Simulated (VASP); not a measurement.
Set up this calculation in VASP 6.6.1, as the native input.

```yaml
Task: single point
Functional: PBEsol
Potentials_or_basis: VASP PAW PBE potentials, release 64 (Al)
Cutoff: 520 eV
k_mesh: 20 × 20 × 20
Occupations: gaussian, width 0.15 eV
Spin: no spin polarisation
Dipole_correction: no
Further_INCAR_settings: ALGO = Fast; EDIFF = 1e-06; NBANDS = 8
```

The structure of Al lies in POSCAR:

```
Al
1.0
    0.0000000000      1.9632606000      2.0239800000
    1.9632606000      0.0000000000      2.0239800000
    1.9632606000      1.9632606000      0.0000000000
Al
1
Direct
    0.0000000000      0.0000000000      0.0000000000
```

This cell differs from its parent crystal: strain -0.030 along x and y, +0.000 along z.

These files were run (other wordings do the same):

INCAR

```
SYSTEM = Al
  ALGO = Fast
  EDIFF = 1E-6
  ENCUT = 520
  GGA = PS
  ISIF = 2
  ISMEAR = 0
  LASPH = .True.
  LCHARG = .True.
  LELF = .True.
  LREAL = .False.
  LVHAR = .True.
  LWAVE = .False.
  NBANDS = 8
  NELM = 100
  PREC = Accurate
  SIGMA = 0.15
```

KPOINTS

```
k-points
0
Gamma
  20 20 20
  0 0 0
```

Potentials or basis: VASP PAW PBE potentials, release 64 (Al).

The run is started by

```bash
$ cat potpaw_PBE.64/Al/POTCAR > POTCAR
$ mpirun -np 1 vasp_std > vasp.out
```

It gave:

```
Pressure : 3.3 GPa
```

Caveat: the cell differs from its parent crystal (strain -0.030 along x and y, +0.000 along z); the PAW data sets were made with another functional, which shifts forces and pressure a little.

Run time: 120 s on 1 thread of AMD EPYC 7R43 64-Core Processor (Zen 3) (shared host), peak memory 0.15 GiB.
